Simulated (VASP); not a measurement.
# TePt (P6_3/mmc) in VASP: single point with PBEsol

Aim: the single point of TePt with PBEsol.

Everything below comes from runs of VASP 6.6.1. Logs are shortened: lines on timing, memory, paths and dates and some standing lists are left out, and cuts for length are marked.

## 1. The cell of the first run

It takes space group P6_3/mmc (No. 194, hexagonal). Conventional cell: a = 4.111 Å, b = 4.111 Å, c = 5.446 Å, α = 90.00°, β = 90.00°, γ = 120.00°. Te (site symmetry -6m2) has 6 Pt at 2.74 Å within 3.6 Å. Pt (site symmetry -3m) has 2 Pt at 2.72 Å and 6 Te at 2.74 Å within 3.6 Å.

## 2. Single point, PBEsol

Contents of INCAR:

```
SYSTEM = TePt
  PREC = Accurate
  ENCUT = 520
  EDIFF = 1E-7
  ISMEAR = 1
  SIGMA = 0.1
  LREAL = .False.
  LASPH = .True.
  NELM = 60
  ALGO = Normal
  ISIF = 2
  LWAVE = .False.
  LCHARG = .False.
  GGA = PS
  NBANDS = 24
```

Contents of KPOINTS:

```
Automatic mesh
0
Gamma
  7 7 4
  0 0 0
```

Contents of POSCAR:

```
TePt
1.0
    4.1110000000      0.0000000000      0.0000000000
   -2.0555000000      3.5602304300      0.0000000000
    0.0000000000      0.0000000000      5.4460000000
Te Pt
2 2
Direct
    0.3333333333      0.6666666667      0.2500000000
    0.6666666667      0.3333333333      0.7500000000
    0.0000000000      0.0000000000      0.0000000000
    0.0000000000      0.0000000000      0.5000000000
```

Potentials or basis: VASP PAW PBE potentials, release 64 (Te, Pt).

Run with:

```bash
> cat potpaw_PBE.64/Te/POTCAR potpaw_PBE.64/Pt/POTCAR > POTCAR
> mpirun -np 1 vasp_std > vasp.out
```

OUTCAR:

```text
SYSTEM = TePt
   PREC = Accurate
   ENCUT = 520
   EDIFF = 1E-7
   ISMEAR = 1
   LREAL = .False.
   LASPH = .True.
   NELM = 60
   ISIF = 2
   GGA = PS

 ion  position               nearest neighbor table
   1  0.333  0.667  0.250-   3 2.74   4 2.74   3 2.74   4 2.74   3 2.74   4 2.74   2 3.61   2 3.61
                             2 3.61   2 3.61   2 3.61   2 3.61
   2  0.667  0.333  0.750-   3 2.74   4 2.74   3 2.74   4 2.74   3 2.74   4 2.74   1 3.61   1 3.61
                             1 3.61   1 3.61   1 3.61   1 3.61
   3  0.000  0.000  0.000-   4 2.72   4 2.72   1 2.74   2 2.74   2 2.74   1 2.74   2 2.74   1 2.74

   4  0.000  0.000  0.500-   3 2.72   3 2.72   1 2.74   2 2.74   2 2.74   1 2.74   2 2.74   1 2.74

  LATTYP: Found a hexagonal cell.
 ALAT       =     4.1110000000
 C/A-ratio  =     1.3247385064

  Lattice vectors:

 A1 = (   4.1110000000,   0.0000000000,   0.0000000000)
 A2 = (  -2.0555000000,   3.5602304300,   0.0000000000)
 A3 = (   0.0000000000,   0.0000000000,   5.4460000000)

Analysis of symmetry for initial positions (statically):
=====================================================================
 Subroutine PRICEL returns:
 Original cell was already a primitive cell.

 Routine SETGRP: Setting up the symmetry group for a
 hexagonal supercell.

 Subroutine GETGRP returns: Found 24 space group operations
 (whereof 12 operations were pure point group operations)
 out of a pool of 24 trial point group operations.

The static configuration has the point symmetry D_3d.
 The point group associated with its full space group is D_6h.

Analysis of symmetry for dynamics (positions and initial velocities):
=====================================================================
 Subroutine PRICEL returns:
 Original cell was already a primitive cell.

 Routine SETGRP: Setting up the symmetry group for a
 hexagonal supercell.

 Subroutine GETGRP returns: Found 24 space group operations
 (whereof 12 operations were pure point group operations)
 out of a pool of 24 trial point group operations.

The dynamic configuration has the point symmetry D_3d.
 The point group associated with its full space group is D_6h.

 Subroutine INISYM returns: Found 24 space group operations
 (whereof 12 operations are pure point group operations),
 and found     1 'primitive' translations

----------------------------------------------------------------------------------------

                                     Primitive cell

  volume of cell :      79.7082

  direct lattice vectors                    reciprocal lattice vectors
     4.111000000  0.000000000  0.000000000     0.243249818  0.140440348  0.000000000
    -2.055500000  3.560230430  0.000000000     0.000000000  0.280880696  0.000000000
     0.000000000  0.000000000  5.446000000     0.000000000  0.000000000  0.183621006

  length of vectors
     4.111000000  4.110999996  5.446000000     0.280880695  0.280880696  0.183621006

  position of ions in fractional coordinates (direct lattice)
     0.333333333  0.666666667  0.250000000
     0.666666667  0.333333333  0.750000000
     0.000000000  0.000000000  0.000000000
     0.000000000  0.000000000  0.500000000

  ion indices of the primitive-cell ions
   primitive index   ion index
                 1           1
                 2           2
                 3           3
                 4           4

----------------------------------------------------------------------------------------

 KPOINTS: Automatic mesh

Automatic generation of k-mesh.
 Grid dimensions read from file:
 generate k-points for:    7    7    4

 Generating k-lattice:

  Cartesian coordinates                     Fractional coordinates (reciprocal lattice)
     0.034749974  0.020062907  0.000000000     0.142857143  0.000000000  0.000000000
     0.000000000  0.040125814  0.000000000     0.000000000  0.142857143  0.000000000
     0.000000000  0.000000000  0.045905252     0.000000000  0.000000000  0.250000000

  Length of vectors
     0.040125814  0.040125814  0.045905252

  Shift w.r.t. Gamma in fractional coordinates (k-lattice)
     0.000000000  0.000000000  0.000000000

 Subroutine IBZKPT returns following result:
 ===========================================

 Found     24 irreducible k-points:

 Following reciprocal coordinates:
            Coordinates               Weight
  0.000000  0.000000  0.000000      1.000000
  0.142857  0.000000  0.000000      6.000000
  0.285714 -0.000000  0.000000      6.000000
  0.428571  0.000000  0.000000      6.000000
  0.142857  0.142857  0.000000      6.000000
  0.285714  0.142857  0.000000     12.000000
[... 16 lines left out ...]
  0.428571  0.142857  0.500000      6.000000
  0.285714  0.285714  0.500000      6.000000
   k-points           NKPTS =     24   k-points in BZ     NKDIM =     24   number of bands    NBANDS=     24
   number of dos      NEDOS =    301   number of ions     NIONS =      4
   total plane-waves  NPLWV =  43008
   dimension x,y,z NGX =    32 NGY =   32 NGZ =   42
   dimension x,y,z NGXF=    64 NGYF=   64 NGZF=   84
   ions per type =               2   2
   NGX,Y,Z   is equivalent  to a cutoff of  12.94, 12.94, 12.82 a.u.
   NGXF,Y,Z  is equivalent  to a cutoff of  25.88, 25.88, 25.64 a.u.
 SYSTEM =  TePt
   PREC   = accura    normal or accurate (medium, high low for compatibility)
   ISTART =      0    job   : 0-new  1-cont  2-samecut
   ICHARG =      2    charge: 1-file 2-atom 10-const
   ISPIN  =      1    spin polarized calculation?
   LNONCOLLINEAR =      F non collinear calculations
   LSORBIT =      F    spin-orbit coupling
   LASPH  =      T    aspherical Exc in radial PAW
   ENCUT  =  520.0 eV  38.22 Ry    6.18 a.u.   7.64  7.64 10.13*2*pi/ulx,y,z
   NELM   =     60;   NELMIN=  2; NELMDL= -5     # of ELM steps
   EDIFF  = 0.1E-06   stopping-criterion for ELM
   LREAL  =      F    real-space projection
   EDIFFG = 0.1E-05   stopping-criterion for IOM
   NSW    =      0    number of steps for IOM
   IBRION =     -1    ionic relax: 0-MD 1-quasi-New 2-CG
   NFREE  =      0    steps in history (QN), initial steepest desc. (CG)
   ISIF   =      2    stress and relaxation
   ISYM   =      2    0-nonsym 1-usesym 2-fastsym
   POTIM  = 0.5000    time-step for ionic-motion
   TEBEG  =    0.0;   TEEND  =   0.0 temperature during run
   PSTRESS=    0.0 pullay stress
   NELECT =      32.0000    total number of electrons
   NUPDOWN=      -1.0000    fix difference up-down
   EMIN   =  10.00;   EMAX   =-10.00  energy-range for DOS
   EFERMI =   0.00;   METHOD = LEGACY
   ISMEAR =     1;   SIGMA  =   0.10  broadening in eV -4-tet -1-fermi 0-gaus
   EFERMI_NEDOS =   21; number of points for ismear=-14 and -15
   IALGO  =     38    algorithm
   IMIX   =      4    mixing-type and parameters
     AMIX     =   0.40;   BMIX     =  1.00
     AMIX_MAG =   1.60;   BMIX_MAG =  1.00
  volume/ion in A,a.u.               =      19.93       134.47
  Fermi-wavevector in a.u.,A,eV,Ry     =   1.207694  2.282212 19.844451  1.458526
  Thomas-Fermi vector in A             =   2.343325
   LORBIT       =      0    0 simple, 1 ext, 2 COOP (PROOUT), +10 PAW based schemes
   GGA     = PS    functional components
   LHFCALC =     F    Hartree Fock is set to
   AEXX    =    0.0000 exact exchange contribution
   IVDW    =     0    specifies the selected vdW correction
   LEPSILON=     F    determine dielectric tensor
   LRPA    =     F    only Hartree local field effects (RPA)
 non-spin polarized calculation
 Methfessel and Paxton  Order N= 1 SIGMA  =   0.10
  energy-cutoff  :      520.00
  volume of cell :       79.71
 maximum number of plane-waves:      2187
 NGX is ok and might be reduce to    32
   NGX = 15   NGY = 15   NGZ = 21

 number of electron      31.9999996 magnetization

 Free energy of the ion-electron system (eV)
  ---------------------------------------------------
  ext. energy  EPLUGINS =         0.00000000
  ---------------------------------------------------
  free energy    TOTEN  =       -21.65118692 eV

  energy without entropy =      -21.64790352  energy(sigma->0) =      -21.65009245

 E-fermi :  10.6171     XC(G=0): -11.7347

 val. band max:       10.5596031661   @ k =   0.1429   0.1429   0.2500
 cond. band min:      10.6313579422   @ k =   0.4286   0.1429   0.2500
 fundamental gap:      0.0717547761
 Fermi energy:        10.6170633461

 k-point     1 :       0.0000    0.0000    0.0000
  band No.  band energies     occupation
      1      -4.0435      2.00000
      2      -0.8867      2.00000
      3       2.7831      2.00000
      4       3.9577      2.00000
      5       3.9577      2.00000
      6       4.5633      2.00000
[... 16 lines left out ...]
     23      18.2833      0.00000
     24      18.2833      0.00000

 k-point     2 :       0.1429    0.0000    0.0000
  band No.  band energies     occupation
      1      -3.8191      2.00000
      2      -1.0337      2.00000
      3       3.0760      2.00000
      4       4.0314      2.00000
      5       4.2592      2.00000
      6       4.4338      2.00000
[... 16 lines left out ...]
     23      16.2495      0.00000
     24      17.3202      0.00000

 k-point     3 :       0.2857   -0.0000    0.0000
  band No.  band energies     occupation
      1      -3.1965      2.00000
      2      -1.3579      2.00000
      3       3.5818      2.00000
      4       3.8894      2.00000
      5       4.1554      2.00000
      6       4.8775      2.00000
[... 16 lines left out ...]
     23      16.7452      0.00000
     24      18.1481      0.00000
[... 514 lines left out ...]
 k-point    23 :       0.4286    0.1429    0.5000
  band No.  band energies     occupation
      1      -1.8931      2.00000
      2      -1.8931      2.00000
      3       3.1844      2.00000
      4       3.1844      2.00000
      5       4.7538      2.00000
      6       4.7538      2.00000
[... 16 lines left out ...]
     23      18.4512      0.00000
     24      18.4512      0.00000

 k-point    24 :       0.2857    0.2857    0.5000
  band No.  band energies     occupation
      1      -1.8574      2.00000
      2      -1.8574      2.00000
      3       3.5289      2.00000
      4       3.5289      2.00000
      5       4.3058      2.00000
      6       4.3058      2.00000
[... 16 lines left out ...]
     23      18.6948      0.00000
     24      18.6948      0.00000

------------------------ aborting loop because EDIFF is reached ----------------------------------------

  FORCE on cell =-STRESS in cart. coord.  units (eV):
  Direction    XX          YY          ZZ          XY          YZ          ZX
  --------------------------------------------------------------------------------------
  -------------------------------------------------------------------------------------
  Total        5.8729811      5.8729811      5.3097885      0.0000000     -0.0000000      0.0000000
  in kB      118.0499919    118.0499916    106.7295262      0.0000000     -0.0000000      0.0000000
  external PRESSURE =     114.2765032 kB  Pullay stress =       0.0000000 kB

 VOLUME and BASIS-vectors are now :
 -----------------------------------------------------------------------------
  energy-cutoff  :      520.00
  volume of cell :       79.71
      direct lattice vectors                 reciprocal lattice vectors
     4.111000000  0.000000000  0.000000000     0.243249818  0.140440348  0.000000000
    -2.055500000  3.560230430  0.000000000     0.000000000  0.280880696  0.000000000
     0.000000000  0.000000000  5.446000000     0.000000000  0.000000000  0.183621006

 POSITION                                       TOTAL-FORCE (eV/Angst)
 -----------------------------------------------------------------------------------
     -0.00000      2.37349      1.36150         0.000000      0.000000      0.000000
      2.05550      1.18674      4.08450        -0.000000      0.000000      0.000000
      0.00000      0.00000      0.00000         0.000000     -0.000000      0.000000
      0.00000      0.00000      2.72300        -0.000000     -0.000000      0.000000
 -----------------------------------------------------------------------------------
    total drift:                               -0.000000      0.000000      0.000000

  FREE ENERGIE OF THE ION-ELECTRON SYSTEM (eV)
  ---------------------------------------------------
  free  energy   TOTEN  =       -21.6511869163 eV

  energy  without entropy=      -21.6479035232  energy(sigma->0) =      -21.65009245
```

Run time: 76 s. Hardware: 1 thread of AMD EPYC, shared host; peak memory 0.18 GiB.

Results:

```
Free energy            : -21.6512 eV
Pressure               : 11.4 GPa
Band gap on the k mesh : zero (band 16 reaches 11.80 eV, above the bottom of band 17 at 10.40 eV)
```

Stress tensor (GPa, compression positive):
```
11.80  0.00  0.00
 0.00 11.80  0.00
 0.00  0.00 10.67
```

Levels at points of the mesh, in eV from the Fermi level:
```
           k point  band 12  band 13  band 14  band 15  band 16  band 17  band 18  band 19  band 20  band 21
(0.00, 0.00, 0.00)    -2.10    -1.67    -1.67     0.35     0.72     1.57     2.26     2.56     2.56     4.55
(0.00, 0.00, 0.50)    -3.72    -2.59    -2.59     1.18     1.18     1.18     1.18     4.43     4.43     5.49
```

Caveat: the PAW data sets were made with another functional, which shifts forces and pressure a little; spin-orbit coupling is left out, which moves the levels of the heavy elements.
